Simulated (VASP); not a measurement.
# SrTiO3 (Pm-3m) in VASP: a series of runs

The runs below take SrTiO3 through single point, with r2SCAN.

Everything below comes from runs of VASP 6.6.1. Logs are shortened: lines on timing, memory, paths and dates and some standing lists are left out, and cuts for length are marked.

## 1. The cell of the first run

It takes space group Pm-3m (No. 221, cubic). The conventional cell has a = 3.907 Å, b = 3.907 Å, c = 3.907 Å, α = 90.00°, β = 90.00°, γ = 90.00°. Within 3.6 Å of Sr (site symmetry m-3m) lie 12 O at 2.76 Å and 8 Ti at 3.38 Å. Within 2.6 Å of Ti (site symmetry m-3m) lie 6 O at 1.95 Å. Within 2.6 Å of O (site symmetry 4/mmm) lie 2 Ti at 1.95 Å.

## 2. Single point, r2SCAN

POSCAR

```
SrTiO3
1.0
    3.9068515088      0.0000000000      0.0000000000
    0.0000000000      3.9068515088      0.0000000000
    0.0000000000      0.0000000000      3.9068515088
Sr Ti O
1 1 3
Direct
    0.0000000000      0.0000000000      0.0000000000
    0.5000000000      0.5000000000      0.5000000000
    0.5000000000      0.5000000000      0.0000000000
    0.5000000000      0.0000000000      0.5000000000
    0.0000000000      0.5000000000      0.5000000000
```

INCAR.step1

```
PREC     = Accurate       # precision mode
ENCUT    = 520            # plane-wave cutoff, eV
ISMEAR   = -1             # smearing method
SIGMA    = 0.02           # smearing width, eV
LREAL    = F              # projectors in reciprocal space
LASPH    = T              # aspherical terms in the spheres
NELM     = 60             # most SCF steps
NBANDS   = 28             # bands
GGA      = PE             # functional
ALGO     = Normal         # electronic algorithm
EDIFF    = 1E-4           # SCF threshold, eV
LWAVE    = T              # write WAVECAR
LCHARG   = F              # write CHGCAR
```

INCAR.step2

```
PREC     = Accurate       # precision mode
ENCUT    = 520            # plane-wave cutoff, eV
EDIFF    = 1E-6           # SCF threshold, eV
ISMEAR   = -1             # smearing method
SIGMA    = 0.02           # smearing width, eV
LREAL    = F              # projectors in reciprocal space
LASPH    = T              # aspherical terms in the spheres
NELM     = 60             # most SCF steps
ALGO     = Normal         # electronic algorithm
ISIF     = 2              # what is computed and relaxed
LWAVE    = F              # write WAVECAR
LCHARG   = F              # write CHGCAR
METAGGA  = R2SCAN         # meta-GGA
LMIXTAU  = T            
NBANDS   = 28             # bands
ISTART   = 1
```

KPOINTS

```
regular mesh
0
Gamma
  6 6 6
```

Potentials or basis: VASP PAW PBE potentials, release 64 (Sr_sv, Ti_sv, O).

Started as:

```
$ cat potpaw_PBE.64/Sr_sv/POTCAR potpaw_PBE.64/Ti_sv/POTCAR potpaw_PBE.64/O/POTCAR > POTCAR
$ cp INCAR.step1 INCAR
$ mpirun -np 1 vasp_std > vasp.out
$ cp INCAR.step2 INCAR
$ mpirun -np 1 vasp_std > vasp.out
```

OUTCAR:

```text
PREC = Accurate
   ENCUT = 520
   EDIFF = 1E-6
   ISMEAR = -1
   LREAL = F
   LASPH = T
   NELM = 60
   ISIF = 2
   METAGGA = R2SCAN
   ISTART = 1

 ion  position               nearest neighbor table
   1  0.000  0.000  0.000-   3 2.76   4 2.76   5 2.76   4 2.76   5 2.76   3 2.76   5 2.76   5 2.76
                             3 2.76   4 2.76   4 2.76   3 2.76   2 3.38   2 3.38   2 3.38   2 3.38
   2  0.500  0.500  0.500-   3 1.95   4 1.95   5 1.95   3 1.95   4 1.95   5 1.95   1 3.38   1 3.38
                             1 3.38   1 3.38   1 3.38   1 3.38   1 3.38   1 3.38
   3  0.500  0.500  0.000-   2 1.95   2 1.95   1 2.76   1 2.76   1 2.76   1 2.76
   4  0.500  0.000  0.500-   2 1.95   2 1.95   1 2.76   1 2.76   1 2.76   1 2.76
   5  0.000  0.500  0.500-   2 1.95   2 1.95   1 2.76   1 2.76   1 2.76   1 2.76

  LATTYP: Found a simple cubic cell.
 ALAT       =     3.9068515088

  Lattice vectors:

 A1 = (   3.9068515088,   0.0000000000,   0.0000000000)
 A2 = (   0.0000000000,   3.9068515088,   0.0000000000)
 A3 = (   0.0000000000,   0.0000000000,   3.9068515088)

Analysis of symmetry for initial positions (statically):
=====================================================================
 Subroutine PRICEL returns:
 Original cell was already a primitive cell.

 Routine SETGRP: Setting up the symmetry group for a
 simple cubic supercell.

 Subroutine GETGRP returns: Found 48 space group operations
 (whereof 48 operations were pure point group operations)
 out of a pool of 48 trial point group operations.

The static configuration has the point symmetry O_h .

Analysis of symmetry for dynamics (positions and initial velocities):
=====================================================================
 Subroutine PRICEL returns:
 Original cell was already a primitive cell.

 Routine SETGRP: Setting up the symmetry group for a
 simple cubic supercell.

 Subroutine GETGRP returns: Found 48 space group operations
 (whereof 48 operations were pure point group operations)
 out of a pool of 48 trial point group operations.

The dynamic configuration has the point symmetry O_h .

 Subroutine INISYM returns: Found 48 space group operations
 (whereof 48 operations are pure point group operations),
 and found     1 'primitive' translations

----------------------------------------------------------------------------------------

                                     Primitive cell

  volume of cell :      59.6322

  direct lattice vectors                    reciprocal lattice vectors
     3.906851509  0.000000000  0.000000000     0.255960586  0.000000000  0.000000000
[... 90 lines left out ...]
   NSW    =      0    number of steps for IOM
   IBRION =     -1    ionic relax: 0-MD 1-quasi-New 2-CG
   NFREE  =      0    steps in history (QN), initial steepest desc. (CG)
   ISIF   =      2    stress and relaxation
   ISYM   =      2    0-nonsym 1-usesym 2-fastsym
   POTIM  = 0.5000    time-step for ionic-motion
   TEBEG  =    0.0;   TEEND  =   0.0 temperature during run
   PSTRESS=    0.0 pullay stress
   NELECT =      40.0000    total number of electrons
   NUPDOWN=      -1.0000    fix difference up-down
   EMIN   =  10.00;   EMAX   =-10.00  energy-range for DOS
   EFERMI =   0.00;   METHOD = LEGACY
   ISMEAR =    -1;   SIGMA  =   0.02  broadening in eV -4-tet -1-fermi 0-gaus
   EFERMI_NEDOS =   21; number of points for ismear=-14 and -15
   IALGO  =     38    algorithm
   IMIX   =      4    mixing-type and parameters
     AMIX     =   0.40;   BMIX     =  1.00
     AMIX_MAG =   1.60;   BMIX_MAG =  1.00
  volume/ion in A,a.u.               =      11.93        80.48
  Fermi-wavevector in a.u.,A,eV,Ry     =   1.433072  2.708113 27.942210  2.053695
  Thomas-Fermi vector in A             =   2.552630
   LORBIT       =      0    0 simple, 1 ext, 2 COOP (PROOUT), +10 PAW based schemes
   METAGGA = R2SCAN    functional components
   LHFCALC =     F    Hartree Fock is set to
   AEXX    =    0.0000 exact exchange contribution
   IVDW    =     0    specifies the selected vdW correction
   LEPSILON=     F    determine dielectric tensor
   LRPA    =     F    only Hartree local field effects (RPA)
 non-spin polarized calculation
  energy-cutoff  :      520.00
  volume of cell :       59.63
 maximum number of plane-waves:      1640
 NGX is ok and might be reduce to    30
   NGX = 15   NGY = 15   NGZ = 15

 number of electron      40.0000004 magnetization

 Free energy of the ion-electron system (eV)
  ---------------------------------------------------
  ext. energy  EPLUGINS =         0.00000000
  ---------------------------------------------------
  free energy    TOTEN  =       -63.32898735 eV

  energy without entropy =      -63.32898735  energy(sigma->0) =      -63.32898735

 E-fermi :   4.4069     XC(G=0): -11.9264

 val. band max:        3.8373882373   @ k =   0.5000   0.5000   0.5000
 cond. band min:       6.1099442610   @ k =   0.0000   0.0000   0.0000
 fundamental gap:      2.2725560238
 Fermi energy:         4.4069308743

 k-point     1 :       0.0000    0.0000    0.0000
  band No.  band energies     occupation
      1     -54.8426      2.00000
      2     -30.0388      2.00000
      3     -30.0388      2.00000
      4     -30.0388      2.00000
      5     -30.0371      2.00000
      6     -14.5757      2.00000
[... 609 lines left out ...]
     27      12.6578      0.00000
     28      12.6578      0.00000

------------------------ aborting loop because EDIFF is reached ----------------------------------------

  FORCE on cell =-STRESS in cart. coord.  units (eV):
  Direction    XX          YY          ZZ          XY          YZ          ZX
  --------------------------------------------------------------------------------------
  -------------------------------------------------------------------------------------
  Total        0.3476188      0.3476188      0.3476188      0.0000000     -0.0000000      0.0000000
  in kB        9.3397031      9.3397031      9.3397031      0.0000000     -0.0000000      0.0000000
  external PRESSURE =       9.3397031 kB  Pullay stress =       0.0000000 kB

 VOLUME and BASIS-vectors are now :
 -----------------------------------------------------------------------------
  energy-cutoff  :      520.00
  volume of cell :       59.63
      direct lattice vectors                 reciprocal lattice vectors
     3.906851509  0.000000000  0.000000000     0.255960586  0.000000000  0.000000000
     0.000000000  3.906851509  0.000000000     0.000000000  0.255960586  0.000000000
     0.000000000  0.000000000  3.906851509     0.000000000  0.000000000  0.255960586

 POSITION                                       TOTAL-FORCE (eV/Angst)
 -----------------------------------------------------------------------------------
      0.00000      0.00000      0.00000         0.000000      0.000000      0.000000
      1.95343      1.95343      1.95343         0.000000      0.000000      0.000000
      1.95343      1.95343      0.00000         0.000000      0.000000      0.000000
      1.95343      0.00000      1.95343         0.000000      0.000000      0.000000
      0.00000      1.95343      1.95343         0.000000      0.000000      0.000000
 -----------------------------------------------------------------------------------
    total drift:                                0.000000      0.000000     -0.000000

  FREE ENERGIE OF THE ION-ELECTRON SYSTEM (eV)
  ---------------------------------------------------
  free  energy   TOTEN  =       -63.3289873499 eV

  energy  without entropy=      -63.3289873499  energy(sigma->0) =      -63.32898735
```

OUTCAR.step1:

```text
PREC = Accurate
   ENCUT = 520
   ISMEAR = -1
   LREAL = F
   LASPH = T
[... 846 lines left out ...]
      1.95343      1.95343      1.95343         0.000000      0.000000      0.000000
      1.95343      1.95343      0.00000         0.000000      0.000000      0.000000
      1.95343      0.00000      1.95343         0.000000      0.000000      0.000000
      0.00000      1.95343      1.95343         0.000000      0.000000      0.000000
 -----------------------------------------------------------------------------------
    total drift:                                0.000000      0.000000     -0.000000

  FREE ENERGIE OF THE ION-ELECTRON SYSTEM (eV)
  ---------------------------------------------------
  free  energy   TOTEN  =       -40.0786390323 eV

  energy  without entropy=      -40.0786390323  energy(sigma->0) =      -40.07863903
```

Wall time 76 s (1 thread of Intel Xeon 6975P-C (Granite Rapids), shared host); peak memory 0.19 GiB.

What came out:

```yaml
Free_energy: -63.3290 eV
Pressure: 0.9 GPa
Band_gap_on_the_k_mesh: 2.27 eV (least direct gap 2.66 eV)
```

Caveat: the PAW data sets were made with another functional, which shifts forces and pressure a little.

## 3. Single point, r2SCAN

POSCAR is that of step 2.

INCAR.step1

```
SYSTEM = SrTiO3
PREC     = Accurate       ! precision mode
ENCUT    = 520            ! plane-wave cutoff, eV
ISMEAR   = 0              ! smearing method
SIGMA    = 0.01           ! smearing width, eV
LREAL    = .False.        ! projectors in reciprocal space
LASPH    = .True.         ! aspherical terms in the spheres
NELM     = 100            ! most SCF steps
NBANDS   = 28             ! bands
GGA      = PE             ! functional
ALGO     = Normal         ! electronic algorithm
EDIFF    = 1E-4           ! SCF threshold, eV
LWAVE    = .True.         ! write WAVECAR
LCHARG   = .False.        ! write CHGCAR
```

INCAR.step2

```
SYSTEM = SrTiO3
PREC     = Accurate       ! precision mode
ENCUT    = 520            ! plane-wave cutoff, eV
EDIFF    = 1E-6           ! SCF threshold, eV
ISMEAR   = 0              ! smearing method
SIGMA    = 0.01           ! smearing width, eV
LREAL    = .False.        ! projectors in reciprocal space
LASPH    = .True.         ! aspherical terms in the spheres
NELM     = 100            ! most SCF steps
ALGO     = Normal         ! electronic algorithm
ISIF     = 2              ! what is computed and relaxed
LWAVE    = .False.        ! write WAVECAR
LCHARG   = .False.        ! write CHGCAR
METAGGA  = R2SCAN         ! meta-GGA
LMIXTAU  = .True.       
NBANDS   = 28             ! bands
ISTART   = 1
```

KPOINTS

```
Automatic mesh
0
Gamma
  6 6 6
  0 0 0
```

Potentials or basis: VASP PAW PBE potentials, release 64 (Sr_sv, Ti_sv, O).

Started as:

```
$ cat potpaw_PBE.64/Sr_sv/POTCAR potpaw_PBE.64/Ti_sv/POTCAR potpaw_PBE.64/O/POTCAR > POTCAR
$ cp INCAR.step1 INCAR
$ mpirun -np 1 vasp_std > vasp.out
$ cp INCAR.step2 INCAR
$ mpirun -np 1 vasp_std > vasp.out
```

Run time: 76 s. Hardware: 1 thread of Intel Xeon 6975P-C (Granite Rapids), shared host; peak memory 0.19 GiB.

Results (log left out):

- Free energy: -63.3290 eV
- Pressure: 0.9 GPa
- Band gap on the k mesh: 2.27 eV (least direct gap 2.66 eV)

Levels at points of the mesh, in eV from the valence-band top:
```tsv
k point	band 16	band 17	band 18	band 19	band 20	band 21	band 22	band 23	band 24	band 25
(0.00, 0.00, 0.00)	-1.21	-1.21	-0.38	-0.38	-0.38	2.27	2.27	2.27	4.59	4.59
(0.50, 0.00, 0.00)	-2.36	-2.36	-2.00	-0.77	-0.77	2.43	4.17	4.17	4.60	6.92
(0.50, 0.50, 0.00)	-2.85	-1.79	-1.61	-1.61	-0.09	4.18	4.18	4.66	5.63	8.56
(0.50, 0.50, 0.50)	-3.79	-3.79	0.00	0.00	0.00	4.87	4.87	4.87	7.63	7.63
```

Caveat: the PAW data sets were made with another functional, which shifts forces and pressure a little. A k mesh can miss the band edges.
